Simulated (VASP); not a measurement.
# SrMg (Pm-3m) in VASP: further runs, part 2 of 2

VASP 6.6.1. The steps go on from the part before.

## (4) Electric field gradients, LDA (volume scaled by 0.96)

The input, INCAR:

```
ALGO     = Normal         # electronic algorithm
EDIFF    = 1E-8           # SCF threshold, eV
ENCUT    = 520            # plane-wave cutoff, eV
ISIF     = 2              # what is computed and relaxed
ISMEAR   = -1             # smearing method
LASPH    = T              # aspherical terms in the spheres
LCHARG   = F              # write CHGCAR
LEFG     = T            
LREAL    = F              # projectors in reciprocal space
LWAVE    = F              # write WAVECAR
NBANDS   = 13             # bands
NELM     = 100            # most SCF steps
PREC     = Accurate       # precision mode
SIGMA    = 0.05           # smearing width, eV
```

The input, KPOINTS:

```
k-points
0
Gamma
  9 9 9
```

The input, POSCAR:

```
SrMg
1.0
    3.8472908360      0.0000000000      0.0000000000
    0.0000000000      3.8472908360      0.0000000000
    0.0000000000      0.0000000000      3.8472908360
Sr Mg
1 1
Direct
    0.5000000000      0.5000000000      0.5000000000
    0.0000000000      0.0000000000      0.0000000000
```

Potentials or basis: VASP PAW LDA potentials, release 64 (Sr_sv, Mg).

Command:

```sh
cat potpaw_LDA.64/Sr_sv/POTCAR potpaw_LDA.64/Mg/POTCAR > POTCAR
mpirun -np 1 vasp_std > vasp.out
```

OUTCAR:

```text
EDIFF = 1E-8
   ENCUT = 520
   ISIF = 2
   ISMEAR = -1
   LASPH = T
   LREAL = F
   NELM = 100
   PREC = Accurate

 ion  position               nearest neighbor table
   1  0.500  0.500  0.500-   2 3.33   2 3.33   2 3.33   2 3.33   2 3.33   2 3.33   2 3.33   2 3.33

   2  0.000  0.000  0.000-   1 3.33   1 3.33   1 3.33   1 3.33   1 3.33   1 3.33   1 3.33   1 3.33

  LATTYP: Found a simple cubic cell.
 ALAT       =     3.8472908360

  Lattice vectors:

 A1 = (   3.8472908360,   0.0000000000,   0.0000000000)
 A2 = (   0.0000000000,   3.8472908360,   0.0000000000)
 A3 = (   0.0000000000,   0.0000000000,   3.8472908360)

Analysis of symmetry for initial positions (statically):
=====================================================================
 Subroutine PRICEL returns:
 Original cell was already a primitive cell.

 Routine SETGRP: Setting up the symmetry group for a
 simple cubic supercell.

 Subroutine GETGRP returns: Found 48 space group operations
 (whereof 48 operations were pure point group operations)
 out of a pool of 48 trial point group operations.

The static configuration has the point symmetry O_h .

Analysis of symmetry for dynamics (positions and initial velocities):
=====================================================================
 Subroutine PRICEL returns:
 Original cell was already a primitive cell.

 Routine SETGRP: Setting up the symmetry group for a
 simple cubic supercell.

 Subroutine GETGRP returns: Found 48 space group operations
 (whereof 48 operations were pure point group operations)
 out of a pool of 48 trial point group operations.

[... 166 lines left out ...]
     10       7.4381      0.00000
     11       8.0024      0.00000
     12       8.0024      0.00000
     13       8.0024      0.00000
[... 354 lines left out ...]
  band No.  band energies     occupation
      1     -32.4841      2.00000
      2     -14.8611      2.00000
      3     -14.7792      2.00000
      4     -14.5514      2.00000
      5       0.3095      2.00000
      6       1.9564      2.00000
      7       3.1877      0.00090
      8       4.4878      0.00000
      9       5.8317      0.00000
     10       6.2356      0.00000
     11       9.0143      0.00000
     12       9.4076      0.00000
     13       9.7912      0.00000

 [... further k-points ...]
[... 5 lines left out ...]
  --------------------------------------------------------------------------------------
  -------------------------------------------------------------------------------------
  Total        1.7166736      1.7166736      1.7166736      0.0000000      0.0000000     -0.0000000
  in kB       48.2984581     48.2984581     48.2984581      0.0000000      0.0000000     -0.0000000
  external PRESSURE =      48.2984581 kB  Pullay stress =       0.0000000 kB

 VOLUME and BASIS-vectors are now :
 -----------------------------------------------------------------------------
  energy-cutoff  :      520.00
  volume of cell :       56.95
      direct lattice vectors                 reciprocal lattice vectors
     3.847290836  0.000000000  0.000000000     0.259923162  0.000000000  0.000000000
     0.000000000  3.847290836  0.000000000     0.000000000  0.259923162  0.000000000
     0.000000000  0.000000000  3.847290836     0.000000000  0.000000000  0.259923162

 POSITION                                       TOTAL-FORCE (eV/Angst)
 -----------------------------------------------------------------------------------
      1.92365      1.92365      1.92365         0.000000      0.000000      0.000000
      0.00000      0.00000      0.00000         0.000000      0.000000      0.000000
 -----------------------------------------------------------------------------------
    total drift:                                0.000000      0.000000      0.000000

  FREE ENERGIE OF THE ION-ELECTRON SYSTEM (eV)
  ---------------------------------------------------
  free  energy   TOTEN  =        -3.7889669505 eV

  energy  without entropy=       -3.7782988078  energy(sigma->0) =       -3.78363288

 Electric field gradients (V/A^2)
---------------------------------------------------------------------
 ion       V_xx      V_yy      V_zz      V_xy      V_xz      V_yz
---------------------------------------------------------------------
   1      -0.000     0.000     0.000    -0.000     0.000     0.000
   2       0.000     0.000    -0.000     0.000     0.000    -0.000
---------------------------------------------------------------------

 Electric field gradients after diagonalization (V/A^2)
 (convention: |V_zz| > |V_xx| > |V_yy|)
----------------------------------------------------------------------
 ion       V_xx      V_yy      V_zz     asymmetry (V_yy - V_xx)/ V_zz
----------------------------------------------------------------------
   1      -0.000     0.000     0.000       0.697
   2       0.000     0.000    -0.000       0.271
----------------------------------------------------------------------

           NMR quadrupolar parameters

 Cq : quadrupolar parameter    Cq=e*Q*V_zz/h
 eta: asymmetry parameters     (V_yy - V_xx)/ V_zz
 Q  : nuclear electric quadrupole moment in mb (millibarn)
----------------------------------------------------------------------
 ion       Cq(MHz)       eta       Q (mb)
----------------------------------------------------------------------
   1       0.000       0.697       1.000
   2      -0.000       0.271       1.000
----------------------------------------------------------------------
```

It took 26 s on 1 thread of AMD EPYC 7R13 (Zen 3), shared host; peak memory 0.13 GiB.

What came out:

```
Free energy            : -3.7890 eV
Pressure               : 4.8 GPa
Band gap on the k mesh : zero (band 6 reaches 3.40 eV, above the bottom of band 7 at 1.99 eV)
```

Levels at points of the mesh, in eV from the Fermi level:
| k point | band 4 | band 5 | band 6 | band 7 | band 8 | band 9 |
| --- | --- | --- | --- | --- | --- | --- |
| (0.00, 0.00, 0.00) | -17.37 | -5.34 | 0.55 | 0.55 | 4.64 | 4.64 |

Caveat: without QUAD_EFG the Cq values of the log hold for a quadrupole moment of 1 mb, not for the nuclei.

## (5) Electric field gradients, LDA (volume scaled by 0.96)

The input, INCAR:

```
SYSTEM = SrMg
ALGO = Normal ; EDIFF = 1E-8
ENCUT = 520 ; ISIF = 2
ISMEAR = -1 ; LASPH = .True.
LCHARG = .False. ; LEFG = .True.
LREAL = .False. ; LWAVE = .False.
NBANDS = 13 ; NELM = 80
PREC = Accurate ; SIGMA = 0.05
```

The input, KPOINTS:

```
k-points
0
Gamma
  9 9 9
  0 0 0
```

POSCAR is that of step 4.

Potentials or basis: VASP PAW LDA potentials, release 64 (Sr_sv, Mg).

Command:

```sh
cat potpaw_LDA.64/Sr_sv/POTCAR potpaw_LDA.64/Mg/POTCAR > POTCAR
mpirun -np 1 vasp_std > vasp.out
```

OUTCAR:

```text
SYSTEM = SrMg
   EDIFF = 1E-8
   ENCUT = 520
   ISIF = 2
   ISMEAR = -1
   LASPH = .True.
   LREAL = .False.
   NELM = 80
   PREC = Accurate

 ion  position               nearest neighbor table
   1  0.500  0.500  0.500-   2 3.33   2 3.33   2 3.33   2 3.33   2 3.33   2 3.33   2 3.33   2 3.33

   2  0.000  0.000  0.000-   1 3.33   1 3.33   1 3.33   1 3.33   1 3.33   1 3.33   1 3.33   1 3.33

  LATTYP: Found a simple cubic cell.
 ALAT       =     3.8472908360

  Lattice vectors:

 A1 = (   3.8472908360,   0.0000000000,   0.0000000000)
 A2 = (   0.0000000000,   3.8472908360,   0.0000000000)
 A3 = (   0.0000000000,   0.0000000000,   3.8472908360)

Analysis of symmetry for initial positions (statically):
=====================================================================
 Subroutine PRICEL returns:
 Original cell was already a primitive cell.

 Routine SETGRP: Setting up the symmetry group for a
 simple cubic supercell.

 Subroutine GETGRP returns: Found 48 space group operations
 (whereof 48 operations were pure point group operations)
 out of a pool of 48 trial point group operations.

The static configuration has the point symmetry O_h .

Analysis of symmetry for dynamics (positions and initial velocities):
=====================================================================
 Subroutine PRICEL returns:
 Original cell was already a primitive cell.

 Routine SETGRP: Setting up the symmetry group for a
 simple cubic supercell.

 Subroutine GETGRP returns: Found 48 space group operations
 (whereof 48 operations were pure point group operations)
 out of a pool of 48 trial point group operations.

The dynamic configuration has the point symmetry O_h .

 Subroutine INISYM returns: Found 48 space group operations
 (whereof 48 operations are pure point group operations),
 and found     1 'primitive' translations

----------------------------------------------------------------------------------------

                                     Primitive cell

  volume of cell :      56.9462

  direct lattice vectors                    reciprocal lattice vectors
     3.847290836  0.000000000  0.000000000     0.259923162  0.000000000  0.000000000
     0.000000000  3.847290836  0.000000000     0.000000000  0.259923162  0.000000000
     0.000000000  0.000000000  3.847290836     0.000000000  0.000000000  0.259923162

  length of vectors
     3.847290836  3.847290836  3.847290836     0.259923162  0.259923162  0.259923162

  position of ions in fractional coordinates (direct lattice)
     0.500000000  0.500000000  0.500000000
     0.000000000  0.000000000  0.000000000

  ion indices of the primitive-cell ions
   primitive index   ion index
                 1           1
                 2           2

----------------------------------------------------------------------------------------

 KPOINTS: k-points

Automatic generation of k-mesh.
[... 77 lines left out ...]
   NELECT =      12.0000    total number of electrons
   NUPDOWN=      -1.0000    fix difference up-down
   EMIN   =  10.00;   EMAX   =-10.00  energy-range for DOS
   EFERMI =   0.00;   METHOD = LEGACY
   ISMEAR =    -1;   SIGMA  =   0.05  broadening in eV -4-tet -1-fermi 0-gaus
   EFERMI_NEDOS =   21; number of points for ismear=-14 and -15
   IALGO  =     38    algorithm
   IMIX   =      4    mixing-type and parameters
     AMIX     =   0.40;   BMIX     =  1.00
     AMIX_MAG =   1.60;   BMIX_MAG =  1.00
  volume/ion in A,a.u.               =      28.47       192.15
  Fermi-wavevector in a.u.,A,eV,Ry     =   0.974197  1.840966 12.912749  0.949060
  Thomas-Fermi vector in A             =   2.104638
   LORBIT       =      0    0 simple, 1 ext, 2 COOP (PROOUT), +10 PAW based schemes
   GGA     = CA    functional components
   LHFCALC =     F    Hartree Fock is set to
   AEXX    =    0.0000 exact exchange contribution
   IVDW    =     0    specifies the selected vdW correction
   LEPSILON=     F    determine dielectric tensor
   LRPA    =     F    only Hartree local field effects (RPA)
 non-spin polarized calculation
  energy-cutoff  :      520.00
  volume of cell :       56.95
 maximum number of plane-waves:      1551
 NGX is ok and might be reduce to    30
   NGX = 15   NGY = 15   NGZ = 15

 number of electron      12.0000000 magnetization

 Free energy of the ion-electron system (eV)
  ---------------------------------------------------
  ext. energy  EPLUGINS =         0.00000000
  ---------------------------------------------------
  free energy    TOTEN  =        -3.78896695 eV

  energy without entropy =       -3.77829881  energy(sigma->0) =       -3.78363288

 E-fermi :   2.8024     XC(G=0):  -9.0013

 val. band max:        2.7997445924   @ k =   0.4444   0.3333   0.2222
 cond. band min:       2.8196829034   @ k =   0.2222   0.0000   0.0000
 fundamental gap:      0.0199383111
 Fermi energy:         2.8023932976

 k-point     1 :       0.0000    0.0000    0.0000
  band No.  band energies     occupation
      1     -32.5228      2.00000
      2     -14.5685      2.00000
      3     -14.5685      2.00000
      4     -14.5685      2.00000
      5      -2.5413      2.00000
      6       3.3572      0.00003
      7       3.3572      0.00003
      8       7.4381      0.00000
      9       7.4381      0.00000
     10       7.4381      0.00000
     11       8.0024      0.00000
     12       8.0024      0.00000
     13       8.0024      0.00000
[... 354 lines left out ...]
  band No.  band energies     occupation
      1     -32.4841      2.00000
      2     -14.8611      2.00000
      3     -14.7792      2.00000
      4     -14.5514      2.00000
      5       0.3095      2.00000
      6       1.9564      2.00000
      7       3.1877      0.00090
      8       4.4878      0.00000
      9       5.8317      0.00000
     10       6.2356      0.00000
     11       9.0143      0.00000
     12       9.4076      0.00000
     13       9.7912      0.00000

 [... further k-points ...]
[... 5 lines left out ...]
  --------------------------------------------------------------------------------------
  -------------------------------------------------------------------------------------
  Total        1.7166736      1.7166736      1.7166736      0.0000000      0.0000000     -0.0000000
  in kB       48.2984581     48.2984581     48.2984581      0.0000000      0.0000000     -0.0000000
  external PRESSURE =      48.2984581 kB  Pullay stress =       0.0000000 kB

 VOLUME and BASIS-vectors are now :
 -----------------------------------------------------------------------------
  energy-cutoff  :      520.00
  volume of cell :       56.95
      direct lattice vectors                 reciprocal lattice vectors
     3.847290836  0.000000000  0.000000000     0.259923162  0.000000000  0.000000000
     0.000000000  3.847290836  0.000000000     0.000000000  0.259923162  0.000000000
     0.000000000  0.000000000  3.847290836     0.000000000  0.000000000  0.259923162

 POSITION                                       TOTAL-FORCE (eV/Angst)
 -----------------------------------------------------------------------------------
      1.92365      1.92365      1.92365         0.000000      0.000000      0.000000
      0.00000      0.00000      0.00000         0.000000      0.000000      0.000000
 -----------------------------------------------------------------------------------
    total drift:                                0.000000      0.000000      0.000000

  FREE ENERGIE OF THE ION-ELECTRON SYSTEM (eV)
  ---------------------------------------------------
  free  energy   TOTEN  =        -3.7889669505 eV

  energy  without entropy=       -3.7782988078  energy(sigma->0) =       -3.78363288

 Electric field gradients (V/A^2)
---------------------------------------------------------------------
 ion       V_xx      V_yy      V_zz      V_xy      V_xz      V_yz
---------------------------------------------------------------------
   1      -0.000     0.000     0.000    -0.000     0.000     0.000
   2       0.000     0.000    -0.000     0.000     0.000    -0.000
---------------------------------------------------------------------

 Electric field gradients after diagonalization (V/A^2)
 (convention: |V_zz| > |V_xx| > |V_yy|)
----------------------------------------------------------------------
 ion       V_xx      V_yy      V_zz     asymmetry (V_yy - V_xx)/ V_zz
----------------------------------------------------------------------
   1      -0.000     0.000     0.000       0.697
   2       0.000     0.000    -0.000       0.271
----------------------------------------------------------------------

           NMR quadrupolar parameters

 Cq : quadrupolar parameter    Cq=e*Q*V_zz/h
 eta: asymmetry parameters     (V_yy - V_xx)/ V_zz
 Q  : nuclear electric quadrupole moment in mb (millibarn)
----------------------------------------------------------------------
 ion       Cq(MHz)       eta       Q (mb)
----------------------------------------------------------------------
   1       0.000       0.697       1.000
   2      -0.000       0.271       1.000
----------------------------------------------------------------------
```

Run time: 22 s. Hardware: 1 thread of AMD EPYC 7R13 (Zen 3), shared host; peak memory 0.13 GiB.

Results:

* Free energy: -3.7890 eV
* Pressure: 4.8 GPa
* Band gap on the k mesh: zero (band 6 reaches 3.40 eV, above the bottom of band 7 at 1.99 eV)

Caveat: without QUAD_EFG the Cq values of the log hold for a quadrupole moment of 1 mb, not for the nuclei.
